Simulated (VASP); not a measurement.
# YN (Fm-3m) in VASP: single point with PBE

Aim: the single point of YN with PBE.

Program: VASP 6.6.1. These are calculated values, not measurements. Logs are shortened: lines on timing, memory, paths and dates and some standing lists are left out, and cuts for length are marked.

### 1 The cell of the first run

Symmetry: Fm-3m, No. 225, cubic system. The conventional cell has a = 4.897 Å, b = 4.897 Å, c = 4.897 Å, α = 90.00°, β = 90.00°, γ = 90.00°. Within 3.2 Å of Y (site symmetry m-3m) lie 6 N at 2.45 Å. N (site symmetry m-3m) has 6 Y at 2.45 Å within 3.2 Å.

### 2 Single point, PBE

File INCAR:

```
SYSTEM = YN
PREC = Accurate
ENCUT = 600
EDIFF = 1E-6
ISMEAR = 0
SIGMA = 0.1
LREAL = .False.
LASPH = .True.
NELM = 120
ALGO = Normal
ISIF = 2
LWAVE = .False.
LCHARG = .False.
GGA = PE
NBANDS = 15
GGA_COMPAT = .False.
```

File KPOINTS:

```
Automatic mesh
0
Gamma
  6 6 6
  0 0 0
```

File POSCAR:

```
YN
1.0
    0.0000000000      2.4483610000      2.4483610000
    2.4483610000      0.0000000000      2.4483610000
    2.4483610000      2.4483610000      0.0000000000
Y N
1 1
Direct
    0.0000000000      0.0000000000      0.0000000000
    0.5000000000      0.5000000000      0.5000000000
```

Potentials or basis: VASP PAW PBE potentials, release 64 (Y_sv, N).

Run with:

```sh
> cat potpaw_PBE.64/Y_sv/POTCAR potpaw_PBE.64/N/POTCAR > POTCAR
> mpirun -np 1 vasp_std > vasp.out
```

OUTCAR:

```text
SYSTEM = YN
   PREC = Accurate
   ENCUT = 600
   EDIFF = 1E-6
   ISMEAR = 0
   LREAL = .False.
   LASPH = .True.
   NELM = 120
   ISIF = 2
   GGA = PE

 ion  position               nearest neighbor table
   1  0.000  0.000  0.000-   2 2.45   2 2.45   2 2.45   2 2.45   2 2.45   2 2.45
   2  0.500  0.500  0.500-   1 2.45   1 2.45   1 2.45   1 2.45   1 2.45   1 2.45

  LATTYP: Found a face centered cubic cell.
 ALAT       =     4.8967220000

  Lattice vectors:

 A1 = (   0.0000000000,   2.4483610000,   2.4483610000)
 A2 = (   2.4483610000,   0.0000000000,   2.4483610000)
 A3 = (   2.4483610000,   2.4483610000,   0.0000000000)

Analysis of symmetry for initial positions (statically):
=====================================================================
 Subroutine PRICEL returns:
 Original cell was already a primitive cell.

 Routine SETGRP: Setting up the symmetry group for a
 face centered cubic supercell.

 Subroutine GETGRP returns: Found 48 space group operations
 (whereof 48 operations were pure point group operations)
 out of a pool of 48 trial point group operations.

The static configuration has the point symmetry O_h .

Analysis of symmetry for dynamics (positions and initial velocities):
=====================================================================
 Subroutine PRICEL returns:
 Original cell was already a primitive cell.

 Routine SETGRP: Setting up the symmetry group for a
 face centered cubic supercell.

 Subroutine GETGRP returns: Found 48 space group operations
 (whereof 48 operations were pure point group operations)
 out of a pool of 48 trial point group operations.

The dynamic configuration has the point symmetry O_h .

 Subroutine INISYM returns: Found 48 space group operations
 (whereof 48 operations are pure point group operations),
 and found     1 'primitive' translations

----------------------------------------------------------------------------------------

                                     Primitive cell

  volume of cell :      29.3533

  direct lattice vectors                    reciprocal lattice vectors
     0.000000000  2.448361000  2.448361000    -0.204218250  0.204218250  0.204218250
     2.448361000  0.000000000  2.448361000     0.204218250 -0.204218250  0.204218250
     2.448361000  2.448361000  0.000000000     0.204218250  0.204218250 -0.204218250

  length of vectors
     3.462505332  3.462505332  3.462505332     0.353716386  0.353716386  0.353716386

  position of ions in fractional coordinates (direct lattice)
     0.000000000  0.000000000  0.000000000
     0.500000000  0.500000000  0.500000000

  ion indices of the primitive-cell ions
   primitive index   ion index
                 1           1
                 2           2

----------------------------------------------------------------------------------------

 KPOINTS: Automatic mesh

Automatic generation of k-mesh.
 Grid dimensions read from file:
 generate k-points for:    6    6    6

 Generating k-lattice:

  Cartesian coordinates                     Fractional coordinates (reciprocal lattice)
    -0.034036375  0.034036375  0.034036375     0.166666667  0.000000000  0.000000000
     0.034036375 -0.034036375  0.034036375     0.000000000  0.166666667  0.000000000
     0.034036375  0.034036375 -0.034036375     0.000000000  0.000000000  0.166666667

  Length of vectors
     0.058952731  0.058952731  0.058952731

  Shift w.r.t. Gamma in fractional coordinates (k-lattice)
     0.000000000  0.000000000  0.000000000

 Subroutine IBZKPT returns following result:
 ===========================================

 Found     16 irreducible k-points:

 Following reciprocal coordinates:
            Coordinates               Weight
  0.000000  0.000000  0.000000      1.000000
  0.166667  0.000000  0.000000      8.000000
  0.333333  0.000000  0.000000      8.000000
  0.500000  0.000000  0.000000      4.000000
  0.166667  0.166667  0.000000      6.000000
  0.333333  0.166667  0.000000     24.000000
[... 8 lines left out ...]
 -0.333333  0.333333  0.166667     24.000000
 -0.333333  0.500000  0.166667     12.000000
   k-points           NKPTS =     16   k-points in BZ     NKDIM =     16   number of bands    NBANDS=     15
   number of dos      NEDOS =    301   number of ions     NIONS =      2
   total plane-waves  NPLWV =  21952
   dimension x,y,z NGX =    28 NGY =   28 NGZ =   28
   dimension x,y,z NGXF=    56 NGYF=   56 NGZF=   56
   ions per type =               1   1
   NGX,Y,Z   is equivalent  to a cutoff of  13.44, 13.44, 13.44 a.u.
   NGXF,Y,Z  is equivalent  to a cutoff of  26.89, 26.89, 26.89 a.u.
 SYSTEM =  YN
   PREC   = accura    normal or accurate (medium, high low for compatibility)
   ISTART =      0    job   : 0-new  1-cont  2-samecut
   ICHARG =      2    charge: 1-file 2-atom 10-const
   ISPIN  =      1    spin polarized calculation?
   LNONCOLLINEAR =      F non collinear calculations
   LSORBIT =      F    spin-orbit coupling
   LASPH  =      T    aspherical Exc in radial PAW
   ENCUT  =  600.0 eV  44.10 Ry    6.64 a.u.   6.92  6.92  6.92*2*pi/ulx,y,z
   NELM   =    120;   NELMIN=  2; NELMDL= -5     # of ELM steps
   EDIFF  = 0.1E-05   stopping-criterion for ELM
   LREAL  =      F    real-space projection
   EDIFFG = 0.1E-04   stopping-criterion for IOM
   NSW    =      0    number of steps for IOM
   IBRION =     -1    ionic relax: 0-MD 1-quasi-New 2-CG
   NFREE  =      0    steps in history (QN), initial steepest desc. (CG)
   ISIF   =      2    stress and relaxation
   ISYM   =      2    0-nonsym 1-usesym 2-fastsym
   POTIM  = 0.5000    time-step for ionic-motion
   TEBEG  =    0.0;   TEEND  =   0.0 temperature during run
   PSTRESS=    0.0 pullay stress
   NELECT =      16.0000    total number of electrons
   NUPDOWN=      -1.0000    fix difference up-down
   EMIN   =  10.00;   EMAX   =-10.00  energy-range for DOS
   EFERMI =   0.00;   METHOD = LEGACY
   ISMEAR =     0;   SIGMA  =   0.10  broadening in eV -4-tet -1-fermi 0-gaus
   EFERMI_NEDOS =   21; number of points for ismear=-14 and -15
   IALGO  =     38    algorithm
   IMIX   =      4    mixing-type and parameters
     AMIX     =   0.40;   BMIX     =  1.00
     AMIX_MAG =   1.60;   BMIX_MAG =  1.00
  volume/ion in A,a.u.               =      14.68        99.04
  Fermi-wavevector in a.u.,A,eV,Ry     =   1.337302  2.527134 24.332328  1.788376
  Thomas-Fermi vector in A             =   2.465861
   LORBIT       =      0    0 simple, 1 ext, 2 COOP (PROOUT), +10 PAW based schemes
   GGA     = PE    functional components
   LHFCALC =     F    Hartree Fock is set to
   AEXX    =    0.0000 exact exchange contribution
   IVDW    =     0    specifies the selected vdW correction
   LEPSILON=     F    determine dielectric tensor
   LRPA    =     F    only Hartree local field effects (RPA)
 non-spin polarized calculation
 Gauss-broadening in eV      SIGMA  =   0.10
  energy-cutoff  :      600.00
  volume of cell :       29.35
 maximum number of plane-waves:      1002
   NGX = 13   NGY = 13   NGZ = 13

 number of electron      16.0000002 magnetization

 Free energy of the ion-electron system (eV)
  ---------------------------------------------------
  ext. energy  EPLUGINS =         0.00000000
  ---------------------------------------------------
  free energy    TOTEN  =       -18.22164460 eV

  energy without entropy =      -18.22098200  energy(sigma->0) =      -18.22131330

 E-fermi :   4.2286     XC(G=0): -11.2219

 val. band max:        4.1358543591   @ k =   0.0000   0.0000   0.0000
 cond. band min:       4.3214195799   @ k =   0.5000   0.5000   0.0000
 fundamental gap:      0.1855652209
 Fermi energy:         4.2286367647

 k-point     1 :       0.0000    0.0000    0.0000
  band No.  band energies     occupation
      1     -36.7302      2.00000
      2     -16.3771      2.00000
      3     -16.3771      2.00000
      4     -16.3771      2.00000
      5      -8.7675      2.00000
      6       4.1359      1.81053
      7       4.1359      1.81053
      8       4.1359      1.81053
      9       7.2573      0.00000
     10       7.2573      0.00000
     11       7.2573      0.00000
     12       8.2388      0.00000
     13       9.2245      0.00000
     14       9.2245      0.00000
     15      14.9450      0.00000

 k-point     2 :       0.1667    0.0000    0.0000
  band No.  band energies     occupation
      1     -36.7013      2.00000
      2     -16.6853      2.00000
      3     -16.3981      2.00000
      4     -16.3981      2.00000
      5      -8.3232      2.00000
      6       2.7212      2.00000
      7       3.3497      2.00000
      8       3.3497      2.00000
      9       7.4520      0.00000
     10       7.8955      0.00000
     11       7.8955      0.00000
     12       9.6108      0.00000
     13      10.4818      0.00000
     14      10.4818      0.00000
     15      16.5633      0.00000

 k-point     3 :       0.3333    0.0000    0.0000
  band No.  band energies     occupation
      1     -36.6429      2.00000
      2     -17.2322      2.00000
      3     -16.4394      2.00000
      4     -16.4394      2.00000
      5      -7.4606      2.00000
      6       0.8480      2.00000
      7       2.3026      2.00000
      8       2.3026      2.00000
      9       8.3754      0.00000
     10       9.4071      0.00000
     11       9.4071      0.00000
     12      11.3038      0.00000
     13      12.8123      0.00000
     14      12.8123      0.00000
     15      17.9945      0.00000
[... 199 lines left out ...]
 k-point    15 :      -0.3333    0.3333    0.1667
  band No.  band energies     occupation
      1     -36.5854      2.00000
      2     -17.1651      2.00000
      3     -16.8387      2.00000
      4     -16.6241      2.00000
      5      -7.6489      2.00000
      6       1.4206      2.00000
      7       2.4436      2.00000
      8       2.4711      2.00000
      9       8.3069      0.00000
     10       8.5065      0.00000
     11      11.4044      0.00000
     12      11.8188      0.00000
     13      13.3122      0.00000
     14      16.0325      0.00000
     15      16.4614      0.00000

 k-point    16 :      -0.3333    0.5000    0.1667
  band No.  band energies     occupation
      1     -36.5761      2.00000
      2     -17.0850      2.00000
      3     -16.8291      2.00000
      4     -16.7590      2.00000
      5      -7.9705      2.00000
      6       2.3783      2.00000
      7       2.5585      2.00000
      8       2.7851      2.00000
      9       6.5285      0.00000
     10       9.7738      0.00000
     11      11.3204      0.00000
     12      12.0017      0.00000
     13      12.6283      0.00000
     14      15.8557      0.00000
     15      16.1513      0.00000

------------------------ aborting loop because EDIFF is reached ----------------------------------------

  FORCE on cell =-STRESS in cart. coord.  units (eV):
  Direction    XX          YY          ZZ          XY          YZ          ZX
  --------------------------------------------------------------------------------------
  -------------------------------------------------------------------------------------
  Total        0.1443550      0.1443550      0.1443550      0.0000000      0.0000000      0.0000000
  in kB        7.8792703      7.8792703      7.8792703      0.0000000      0.0000000      0.0000000
  external PRESSURE =       7.8792703 kB  Pullay stress =       0.0000000 kB

 VOLUME and BASIS-vectors are now :
 -----------------------------------------------------------------------------
  energy-cutoff  :      600.00
  volume of cell :       29.35
      direct lattice vectors                 reciprocal lattice vectors
     0.000000000  2.448361000  2.448361000    -0.204218250  0.204218250  0.204218250
     2.448361000  0.000000000  2.448361000     0.204218250 -0.204218250  0.204218250
     2.448361000  2.448361000  0.000000000     0.204218250  0.204218250 -0.204218250

 POSITION                                       TOTAL-FORCE (eV/Angst)
 -----------------------------------------------------------------------------------
      0.00000      0.00000      0.00000         0.000000      0.000000     -0.000000
      2.44836      2.44836      2.44836        -0.000000      0.000000      0.000000
 -----------------------------------------------------------------------------------
    total drift:                                0.000000      0.000000      0.000000

  FREE ENERGIE OF THE ION-ELECTRON SYSTEM (eV)
  ---------------------------------------------------
  free  energy   TOTEN  =       -18.2216446033 eV

  energy  without entropy=      -18.2209820000  energy(sigma->0) =      -18.22131330
```

Wall time 7 s (1 thread of Intel Xeon 6975P-C (Granite Rapids), shared host); peak memory 0.17 GiB.

What came out:

* Free energy: -18.2216 eV
* Pressure: 0.8 GPa
* Band gap on the k mesh: 0.19 eV, indirect (least direct gap 0.58 eV)

Levels at points of the mesh, in eV from the valence-band top:
| k point | band 4 | band 5 | band 6 | band 7 | band 8 | band 9 | band 10 | band 11 | band 12 | band 13 |
| --- | --- | --- | --- | --- | --- | --- | --- | --- | --- | --- |
| (0.00, 0.00, 0.00) | -20.51 | -12.90 | 0.00 | 0.00 | 0.00 | 3.12 | 3.12 | 3.12 | 4.10 | 5.09 |
| (0.50, 0.00, 0.00) | -20.60 | -11.16 | -4.07 | -2.24 | -2.24 | 5.67 | 6.33 | 6.33 | 6.69 | 10.11 |
| (0.50, 0.50, 0.00) | -20.83 | -12.46 | -1.51 | -0.39 | -0.39 | 0.19 | 6.81 | 7.16 | 7.86 | 7.86 |

A k mesh can miss the band edges.
